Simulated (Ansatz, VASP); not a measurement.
**Two plane-wave programs on HfO2**

```
CELL_PARAMETERS angstrom
0.00000 2.52918 2.52918
2.52918 0.00000 2.52918
2.52918 2.52918 0.00000
ATOMIC_POSITIONS crystal
Hf 0.00000 0.00000 0.00000
O 0.25000 0.25000 0.25000
O 0.75000 0.75000 0.75000
```

Alike in both runs: task single point; functional HSE06; k mesh 6 × 6 × 6; no spin polarisation.

|  | VASP | Ansatz |
| --- | --- | --- |
| version | VASP 6.6.1 | Ansatz 0.2.0 |
| potentials or method | VASP PAW PBE potentials, release 64 (Hf_pv, O) | plane waves, PAW |
| plane-wave cutoff (eV) | 520 | 420 |
| occupations | gaussian, width 0.01 eV | fixed |
| valence electrons in the cell | 22 | 38 |

Ansatz gave:

```
gap on the k mesh at the Fermi level (eV) : 5.41
pressure (GPa)                            : -0.4
```

Problem. What did VASP give for the same quantities?

Solution. gap on the k mesh at the Fermi level (eV): 5.36; pressure (GPa): -5.3.

One of these differences is far larger than is usual between the two programs; its cause wasn't traced. VASP's potentials hold 22 valence electrons a cell and Ansatz's 38, so a difference there can come from the potentials and not from the codes. Ansatz's warnings: stress exchange threshold loose, stress scf threshold loose.

Neither program's run includes spin-orbit coupling.
